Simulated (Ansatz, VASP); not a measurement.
TePd in VASP and in Ansatz

```xyz
2
Lattice="3.6311 0.0000 0.0000 0.0000 3.6311 0.0000 0.0000 0.0000 3.6311" Properties=species:S:1:pos:R:3 pbc="T T T"
Pd    0.0000    0.0000    0.0000
Te    1.8155    1.8155    1.8155
```

Alike in both runs: task single point; functional LDA; k mesh 5 × 5 × 5; occupations gaussian, width 0.05 eV; no spin polarisation; Hubbard terms Pd d U = 5.0 eV, J = 0.9 eV.

|  | VASP | Ansatz |
| --- | --- | --- |
| version | VASP 6.6.1 | Ansatz 0.2.0 |
| potentials or method | VASP PAW LDA potentials, release 64 (Pd, Te), cutoff 500 eV | scalar-relativistic, plane waves, PAW |
| valence electrons in the cell | 16 | 34 |

Ansatz gave:

```
gap on the k mesh at the Fermi level (eV) : none
pressure (GPa)                            : -16.3
```

Problem. What did VASP give for the same quantities?

Solution. gap on the k mesh at the Fermi level (eV): none; pressure (GPa): -17.6.

LDA's correlation is that of Perdew and Zunger in VASP and of Perdew and Wang (1992) in Ansatz. The programs project onto different local orbitals, so the same U acts differently, and such runs can settle in different states. A gap of «none» marks a metal or a gap that the smearing closes. VASP's potentials hold 16 valence electrons a cell and Ansatz's 34, so a difference there can come from the potentials and not from the codes. Ansatz's warnings: filled band counts differ across k points.

Spin-orbit coupling is off throughout.
